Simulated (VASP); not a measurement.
Na3Cl2: single point with PBE

The system is Na3Cl2.

```
Na Cl
1.0
     1.75995  -10.17026    0.00000
     1.75995   10.17026    0.00000
     0.00000    0.00000    3.52764
Na Cl
3 2
Direct
  0.47512 0.48298 0.95459
  0.30926 0.65412 0.03074
  0.66989 0.33715 0.95093
  0.90260 0.07500 0.50868
  0.07773 0.90282 0.48853
```

```
Program             : VASP 6.6.1
Task                : single point
Functional          : PBE
Potentials or basis : VASP PAW PBE potentials, release 64 (Na_pv, Cl)
Cutoff              : 520 eV
k mesh              : 1 × 1 × 1
Occupations         : gaussian, width 0.1 eV
Spin                : no spin polarisation
```

```
Pressure               : 8.1 GPa
Largest force          : 0.219 eV/Å
Band gap on the k mesh : zero (an odd number of electrons rules out a gap without spin polarisation)
```

Forces in eV/Å, atoms in the order of the input:
```
Na   0.008 -0.053  0.028
Na   0.009  0.110  0.016
Na  -0.017 -0.113  0.016
Cl  -0.012  0.219 -0.015
Cl   0.012 -0.163 -0.046
```

Stress tensor (GPa, compression positive):
```
11.29 -0.02  0.00
-0.02  2.24 -0.14
 0.00 -0.14 10.86
```

Levels at points of the mesh, in eV from the Fermi level:
| k point | band 14 | band 15 | band 16 | band 17 | band 18 | band 19 | band 20 | band 21 | band 22 | band 23 |
| --- | --- | --- | --- | --- | --- | --- | --- | --- | --- | --- |
| (0.00, 0.00, 0.00) | -1.93 | -1.92 | -1.78 | -1.77 | 0.00 | 3.37 | 3.52 | 5.99 | 7.12 | 7.27 |

Run time: 27 s on 1 thread of Intel Xeon 8259CL, with other jobs on the host, peak memory 0.37 GiB.

Caveat: the k points lie up to 1.81 Å⁻¹ apart, too coarse for converged energies and pressures of a metal; an odd number of electrons without spin polarisation forces a metal; a magnetic or distorted state may lie lower.
